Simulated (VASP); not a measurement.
**Ru: single point with r2SCAN**

The system is Ru.

```xyz
1
Lattice="-1.4460 1.4460 1.4460 1.4460 -1.4460 1.4460 1.4460 1.4460 -1.4460" Properties=species:S:1:pos:R:3 pbc="T T T"
Ru    0.0000    0.0000    0.0000
```

This isn't the form of Ru at room conditions, which is hcp.

| Item | Value |
| --- | --- |
| Program | VASP 6.6.1 |
| Task | single point |
| Functional | r2SCAN |
| Potentials or basis | VASP PAW PBE potentials, release 64 (Ru_pv) |
| Cutoff | 550 eV |
| k mesh | 12 × 12 × 12 |
| Occupations | gaussian, width 0.05 eV |
| Spin | no spin polarisation |
| Dipole correction | no |
| Further INCAR settings | ALGO = Normal; EDIFF = 1e-06; NBANDS = 13 |

```
Pressure               : 62.7 GPa
Band gap on the k mesh : zero (bands 7 and 8 overlap by 4.75 eV)
```

Levels at points of the mesh, in eV from the Fermi level:
| k point | band 4 | band 5 | band 6 | band 7 | band 8 | band 9 | band 10 | band 11 |
| --- | --- | --- | --- | --- | --- | --- | --- | --- |
| (0.00, 0.00, 0.00) | -9.21 | -3.61 | -3.61 | -3.61 | -0.12 | -0.12 | 8.49 | 18.02 |
| (0.50, 0.00, 0.00) | -7.76 | -5.87 | -0.09 | 0.55 | 1.47 | 3.15 | 8.49 | 12.82 |
| (0.50, 0.50, 0.50) | -8.07 | -8.07 | 2.34 | 2.34 | 2.34 | 8.49 | 10.78 | 10.78 |

It took 18 s on 1 thread of Intel(R) Xeon(R) 6975P-C (Granite Rapids) (shared host), peak memory 0.13 GiB.

Caveat: the cell stands under pressure; an empty level that is flat over the whole mesh can mark a ghost state of the potentials, or a narrow d or f band; the PAW data sets were made with another functional, which shifts forces and pressure a little.
